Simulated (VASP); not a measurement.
# HC18O in VASP: further runs, part 2 of 2

VASP 6.6.1. Earlier steps stand in the parts before.

**3. Single point, PBE, collinear spin, zero start**

INCAR

```
  PREC = Accurate
  ENCUT = 520
  EDIFF = 1E-6
  ISMEAR = 0
  SIGMA = 0.02
  LREAL = Auto
  LASPH = True
  NELM = 150
  ALGO = Normal
  ISIF = 2
  LWAVE = False
  LCHARG = False
  ISPIN = 2
  MAGMOM = 0 0 0 0 0 0 0 0 0 0 0 0 0 0 0 0 0 0 0 0
  LORBIT = 11
  GGA = PE
  NBANDS = 60
```

KPOINTS

```
Automatic mesh
0
Gamma
  2 2 1
```

POSCAR

```
HC18O
1.0
    7.3980000000      0.0000000000      0.0000000000
   -3.6990000000      6.4068560000      0.0000000000
    0.0000000000      0.0000000000     11.0000000000
C O H
18 1 1
Direct
   -0.0175385056     -0.0105885008      0.0830840000
    0.2047993001      0.1009524797      0.0843055455
   -0.0179814048      0.3222842842      0.0827420909
    0.2044558327      0.4339727629      0.0825285455
   -0.0178253337      0.6557153774      0.0843213636
    0.2042742542      0.7668107415      0.0909041818
    0.3157869378     -0.0101614583      0.0909024545
    0.5380459653      0.1009743312      0.0842130000
    0.3157698326      0.3226215791      0.0824246364
    0.5380723910      0.4343910648      0.0827385455
    0.3154118376      0.6556933697      0.0842239091
    0.5378474572      0.7672245170      0.0831711818
    0.6489625336     -0.0105477632      0.0831617273
    0.8713218063      0.1006154969      0.0823176364
    0.6488104361      0.3226919725      0.0825230909
    0.8714754637      0.4340428441      0.0824339091
    0.6490423185      0.6560551696      0.0823274545
    0.8713901921      0.7672661911      0.0830925455
    0.2236064334      0.8784745591      0.2919565455
    0.3368286199      0.8785466694      0.3375370000
```

Potentials or basis: VASP PAW PBE potentials, release 64 (C, O, H).

Launch:

```
> cat potpaw_PBE.64/C/POTCAR potpaw_PBE.64/O/POTCAR potpaw_PBE.64/H/POTCAR > POTCAR
> mpirun -np 1 vasp_std > vasp.out
```

OUTCAR:

```text
PREC = Accurate
   ENCUT = 520
   EDIFF = 1E-6
   ISMEAR = 0
   LREAL = Auto
   LASPH = True
   NELM = 150
   ISIF = 2
   ISPIN = 2
   LORBIT = 11
   GGA = PE

 ion  position               nearest neighbor table
   1  0.982  0.989  0.083-  18 1.42  14 1.42   2 1.42
   2  0.205  0.101  0.084-   9 1.42   1 1.42   7 1.42
   3  0.982  0.322  0.083-  14 1.42  16 1.42   4 1.43
   4  0.204  0.434  0.083-  11 1.42   3 1.43   9 1.43
   5  0.982  0.656  0.084-  16 1.42  18 1.42   6 1.42
   6  0.204  0.767  0.091-   5 1.42  11 1.43   7 1.43
[... 10 lines left out ...]
  17  0.649  0.656  0.082-  10 1.42  18 1.42  12 1.42
  18  0.871  0.767  0.083-   1 1.42   5 1.42  17 1.42
  19  0.224  0.878  0.292-  20 0.98
  20  0.337  0.879  0.338-  19 0.98

  LATTYP: Found a hexagonal cell.
 ALAT       =     7.3980000000
 C/A-ratio  =     1.4868883482

  Lattice vectors:

 A1 = (   7.3980000000,   0.0000000000,   0.0000000000)
 A2 = (  -3.6990000000,   6.4068560000,   0.0000000000)
 A3 = (   0.0000000000,   0.0000000000,  11.0000000000)

Analysis of symmetry for initial positions (statically):
=====================================================================
 Subroutine PRICEL returns:
 Original cell was already a primitive cell.

 Routine SETGRP: Setting up the symmetry group for a
 hexagonal supercell.

 Subroutine GETGRP returns: Found  1 space group operations
 (whereof  1 operations were pure point group operations)
 out of a pool of 24 trial point group operations.

The static configuration has the point symmetry C_1 .

Analysis of symmetry for dynamics (positions and initial velocities):
=====================================================================
 Subroutine PRICEL returns:
 Original cell was already a primitive cell.

 Routine SETGRP: Setting up the symmetry group for a
 hexagonal supercell.

 Subroutine GETGRP returns: Found  1 space group operations
 (whereof  1 operations were pure point group operations)
 out of a pool of 24 trial point group operations.

The dynamic configuration has the point symmetry C_1 .

Analysis of structural, dynamic, and magnetic symmetry:
=====================================================================
 Subroutine PRICEL returns:
 Original cell was already a primitive cell.

 Routine SETGRP: Setting up the symmetry group for a
 hexagonal supercell.

 Subroutine GETGRP returns: Found  1 space group operations
 (whereof  1 operations were pure point group operations)
 out of a pool of 24 trial point group operations.

The overall configuration has the point symmetry C_1 .

 Subroutine INISYM returns: Found  1 space group operations
 (whereof  1 operations are pure point group operations),
 and found     1 'primitive' translations

----------------------------------------------------------------------------------------

                                     Primitive cell

  volume of cell :     521.3771

  direct lattice vectors                    reciprocal lattice vectors
     7.398000000  0.000000000  0.000000000     0.135171668  0.078041398  0.000000000
    -3.699000000  6.406856000  0.000000000     0.000000000  0.156082796  0.000000000
     0.000000000  0.000000000 11.000000000     0.000000000  0.000000000  0.090909091
[... 111 lines left out ...]
   NUPDOWN=      -1.0000    fix difference up-down
   EMIN   =  10.00;   EMAX   =-10.00  energy-range for DOS
   EFERMI =   0.00;   METHOD = LEGACY
   ISMEAR =     0;   SIGMA  =   0.02  broadening in eV -4-tet -1-fermi 0-gaus
   EFERMI_NEDOS =   21; number of points for ismear=-14 and -15
   IALGO  =     38    algorithm
   IMIX   =      4    mixing-type and parameters
     AMIX     =   0.40;   BMIX     =  1.00
     AMIX_MAG =   1.60;   BMIX_MAG =  1.00
  volume/ion in A,a.u.               =      26.07       175.92
  Fermi-wavevector in a.u.,A,eV,Ry     =   0.872770  1.649296 10.363934  0.761728
  Thomas-Fermi vector in A             =   1.992066
   LORBIT       =     11    0 simple, 1 ext, 2 COOP (PROOUT), +10 PAW based schemes
   GGA     = PE    functional components
   LHFCALC =     F    Hartree Fock is set to
   AEXX    =    0.0000 exact exchange contribution
   IVDW    =     0    specifies the selected vdW correction
   LEPSILON=     F    determine dielectric tensor
   LRPA    =     F    only Hartree local field effects (RPA)
 spin polarized calculation
 Gauss-broadening in eV      SIGMA  =   0.02
  energy-cutoff  :      520.00
  volume of cell :      521.38
 maximum number of plane-waves:     14099
 NGX is ok and might be reduce to    56
   NGX = 27   NGY = 27   NGZ = 41

 number of electron      78.9999999 magnetization      -0.0000712

 number of electron      78.9999999 magnetization       0.0002950

 Free energy of the ion-electron system (eV)
  ---------------------------------------------------
  ext. energy  EPLUGINS =         0.00000000
  ---------------------------------------------------
  free energy    TOTEN  =      -173.87956499 eV

  energy without entropy =     -173.87710151  energy(sigma->0) =     -173.87833325

 E-fermi :  -1.9733     XC(G=0):  -4.3165

 val. band max:       -1.9973524257   @ k =   0.5000   0.5000   0.0000
 cond. band min:      -1.9542450886   @ k =   0.0000   0.0000   0.0000
 fundamental gap:      0.0431073372
 Fermi energy:        -1.9732974699

 spin component 1

 k-point     1 :       0.0000    0.0000    0.0000
  band No.  band energies     occupation
      1     -21.5037      1.00000
      2     -19.2726      1.00000
      3     -18.9465      1.00000
      4     -18.9314      1.00000
      5     -18.9209      1.00000
      6     -18.9035      1.00000
[... 205 lines left out ...]
     50       4.3095      0.00000
     51       4.4238      0.00000
 Fermi energy:        -1.9732974699

 spin component 2

 k-point     1 :       0.0000    0.0000    0.0000
  band No.  band energies     occupation
      1     -21.5037      1.00000
      2     -19.2726      1.00000
      3     -18.9464      1.00000
      4     -18.9313      1.00000
      5     -18.9209      1.00000
      6     -18.9035      1.00000
[... 205 lines left out ...]
     50       4.3096      0.00000
     51       4.4238      0.00000
 [bands above 51 left out]

------------------------ aborting loop because EDIFF is reached ----------------------------------------

  FORCE on cell =-STRESS in cart. coord.  units (eV):
  Direction    XX          YY          ZZ          XY          YZ          ZX
  --------------------------------------------------------------------------------------
  -------------------------------------------------------------------------------------
  Total        0.2284998     -0.1741301     -0.1993640     -0.0027231      0.0013083      0.0498238
  in kB        0.7021734     -0.5350971     -0.6126401     -0.0083680      0.0040203      0.1531072
  external PRESSURE =      -0.1485213 kB  Pullay stress =       0.0000000 kB

 VOLUME and BASIS-vectors are now :
 -----------------------------------------------------------------------------
  energy-cutoff  :      520.00
  volume of cell :      521.38
      direct lattice vectors                 reciprocal lattice vectors
     7.398000000  0.000000000  0.000000000     0.135171668  0.078041398  0.000000000
    -3.699000000  6.406856000  0.000000000     0.000000000  0.156082796  0.000000000
     0.000000000  0.000000000 11.000000000     0.000000000  0.000000000  0.090909091

 POSITION                                       TOTAL-FORCE (eV/Angst)
 -----------------------------------------------------------------------------------
      3.60842      6.33902      0.91392         0.010508      0.001647     -0.002236
      1.14168      0.64679      0.92736         0.002965      0.001071      0.001460
      6.07284      2.06483      0.91016         0.003992     -0.008293      0.006832
     -0.09270      2.78040      0.90781        -0.002660     -0.004783     -0.005707
      4.84064      4.20107      0.92753         0.003321      0.008268     -0.000454
     -1.32521      4.91285      0.99995         0.004836      0.009937      0.002986
[... 12 lines left out ...]
     -1.59524      5.62826      3.21152        -0.095679     -0.000937     -0.060054
     -0.75789      5.62872      3.71291         0.096685      0.000086      0.063351
 -----------------------------------------------------------------------------------
    total drift:                                0.000759     -0.000806     -0.013798

  FREE ENERGIE OF THE ION-ELECTRON SYSTEM (eV)
  ---------------------------------------------------
  free  energy   TOTEN  =      -173.8795649914 eV

  energy  without entropy=     -173.8771015090  energy(sigma->0) =     -173.87833325

 total charge

# of ion       s       p       d       tot
------------------------------------------
    1        0.864   1.778   0.000   2.642
    2        0.864   1.782   0.000   2.646
    3        0.862   1.790   0.000   2.652
    4        0.865   1.777   0.000   2.642
    5        0.864   1.782   0.000   2.646
    6        0.866   1.756   0.000   2.621
[... 12 lines left out ...]
   19        1.585   3.392   0.000   4.977
   20        0.633   0.118   0.000   0.751
--------------------------------------------------
tot         17.767  35.531   0.000  53.298

 magnetization (x)

# of ion       s       p       d       tot
------------------------------------------
    1        0.000   0.000   0.000   0.000
    2        0.000   0.000   0.000   0.000
    3       -0.000  -0.000   0.000  -0.000
    4        0.000   0.000   0.000   0.000
    5        0.000   0.000   0.000   0.000
    6        0.000  -0.000   0.000  -0.000
[... 12 lines left out ...]
   19        0.000   0.000   0.000   0.000
   20       -0.000   0.000   0.000   0.000
--------------------------------------------------
tot          0.000   0.000   0.000   0.000
```

Run time: 7.3 min. Hardware: 1 thread of Intel Xeon 6975P-C (Granite Rapids), shared host; peak memory 0.81 GiB.

Results:

| Item | Value |
| --- | --- |
| Free energy | -173.8796 eV |
| Largest force | 0.116 eV/Å |
| Net moment | 0.00 μB per cell |
| Valence electrons inside the program's atomic spheres | C 2.64, 2.65, 2.62 (each value once); O 4.98; H 0.75 |

Forces in eV/Å, atoms in the order of the input:
```
C    0.011  0.002 -0.002
C    0.003  0.001  0.001
C    0.004 -0.008  0.007
C   -0.003 -0.005 -0.006
C    0.003  0.008  0.000
C    0.005  0.010  0.003
C   -0.003  0.003  0.005
C   -0.005 -0.001  0.002
C    0.001 -0.004 -0.006
C    0.001 -0.007  0.000
C   -0.002  0.009  0.000
C    0.000  0.000  0.000
C   -0.007  0.000  0.000
C    0.000  0.008 -0.004
C   -0.006 -0.003 -0.004
C    0.000 -0.003 -0.005
C    0.001 -0.009  0.001
C   -0.004  0.000  0.003
O   -0.096 -0.001 -0.060
H    0.097  0.000  0.063
```

Caveat: the k points lie up to 0.49 Å⁻¹ apart.

**4. Single point, PBE, collinear spin, zero start**

INCAR

```
PREC = Accurate ; ENCUT = 520
EDIFF = 1E-6 ; ISMEAR = 0
SIGMA = 0.02 ; LREAL = Auto
LASPH = True ; NELM = 150
ALGO = Normal ; ISIF = 2
LWAVE = False ; LCHARG = False
ISPIN = 2 ; MAGMOM = 0 0 0 0 0 0 0 0 0 0 0 0 0 0 0 0 0 0 0 0
LORBIT = 11 ; GGA = PE
NBANDS = 60
```

KPOINTS

```
regular mesh
0
Gamma
  2 2 1
```

POSCAR

```
HC18O
1.0
    7.3980000000      0.0000000000      0.0000000000
   -3.6990000000      6.4068560000      0.0000000000
    0.0000000000      0.0000000000     11.0000000000
C O H
18 1 1
Direct
   -0.0262187510     -0.0131157935      0.0843888182
    0.1939034894      0.0987404743      0.0923047273
   -0.0272956111      0.3196428950      0.0790676364
    0.1947963597      0.4306800403      0.0795378182
   -0.0262440076      0.6534657561      0.0843509091
    0.1938631934      0.7616852946      0.0922439091
    0.3059405401     -0.0137858569      0.1300035455
    0.5306245538      0.0985900105      0.0931640000
    0.3055987312      0.3188273624      0.0844392727
    0.5285890011      0.4314810572      0.0861736364
    0.3055964321      0.6533377682      0.0844205455
    0.5285792818      0.7636973580      0.0861876364
    0.6390340072     -0.0133894066      0.0848701818
    0.8618302802      0.0976213606      0.0796646364
    0.6390154695      0.3189787628      0.0848499091
    0.8618223651      0.4307655736      0.0796375455
    0.6395823969      0.6530899087      0.0854860000
    0.8611529496      0.7638779458      0.0859822727
    0.2948046425      0.9801345621      0.2669011818
    0.4375810977      1.0549324037      0.2972352727
```

Launch:

```
> cat potpaw_PBE.64/C/POTCAR potpaw_PBE.64/O/POTCAR potpaw_PBE.64/H/POTCAR > POTCAR
> mpirun -np 1 vasp_std > vasp.out
```

Wall time 6.8 min (1 thread of Intel Xeon 6975P-C (Granite Rapids), shared host); peak memory 0.81 GiB.

The run converged. Its results:

| Property | Result |
| --- | --- |
| Free energy | -174.4094 eV |
| Largest force | 0.099 eV/Å |
| Net moment | 0.00 μB per cell |
| Valence electrons inside the program's atomic spheres | C 2.64, 2.63, 2.66, 2.51, 2.65 (each value once); O 5.10; H 0.75 |

Forces in eV/Å, atoms in the order of the input:
```
C   -0.003 -0.006  0.001
C    0.015 -0.010 -0.003
C    0.001  0.002 -0.004
C    0.001  0.002 -0.007
C    0.005  0.007  0.002
C   -0.004  0.016 -0.005
C   -0.013 -0.003 -0.075
C   -0.003 -0.002 -0.004
C    0.004 -0.001 -0.002
C   -0.002 -0.008  0.004
C   -0.002  0.003  0.002
C    0.003  0.001 -0.001
C    0.004 -0.008  0.006
C    0.003 -0.003 -0.003
C   -0.009  0.002 -0.003
C   -0.002 -0.001 -0.008
C    0.000  0.006  0.003
C   -0.006  0.000 -0.003
O   -0.061 -0.041  0.049
H    0.071  0.047  0.051
```

Levels at points of the mesh, in eV from the Fermi level:
Spin up:
```csv
k point,band 38,band 39,band 40,band 41,band 42,band 43
"(0.00, 0.00, 0.00)",-1.77,0.34,0.46,0.53,2.08,3.58
"(0.50, 0.00, 0.00)",-2.00,-1.72,-0.09,2.22,2.83,2.88
"(0.00, 0.50, 0.00)",-2.10,-1.63,-0.11,2.24,2.81,2.93
"(0.50, 0.50, 0.00)",-2.11,-1.62,-0.11,2.24,2.81,2.93
```
Spin down:
```csv
k point,band 37,band 38,band 39,band 40,band 41,band 42,band 43,band 44
"(0.00, 0.00, 0.00)",-2.08,-1.77,0.34,0.46,0.53,2.08,3.58,4.81
"(0.50, 0.00, 0.00)",-2.20,-2.00,-1.72,-0.09,2.22,2.83,2.88,3.06
"(0.00, 0.50, 0.00)",-2.16,-2.10,-1.63,-0.11,2.24,2.81,2.93,3.04
"(0.50, 0.50, 0.00)",-2.16,-2.11,-1.62,-0.11,2.24,2.81,2.93,3.03
```

Caveat: the k points lie up to 0.49 Å⁻¹ apart.

**5. Summary**

| cell | gap on the mesh (eV) | moment (μB) | largest force (eV/Å) |
| --- | --- | --- | --- |
| as given, atomic positions A | none | 0.00 | 0.09 |
| as given, atomic positions B | none | 0.00 | 0.12 |
| as given, atomic positions C | none | 0.00 | 0.10 |

Alike in all rows: task single point; level PBE; potentials or basis VASP PAW PBE potentials, release 64 (C, O, H); spin collinear, zero start; k mesh 2 × 2 × 1; cutoff (eV) 520; smearing gaussian 0.02 eV.

Caveats: all runs use coarse meshes.

Total energies depend on the potentials used, so only differences within one code and one set of settings carry meaning.
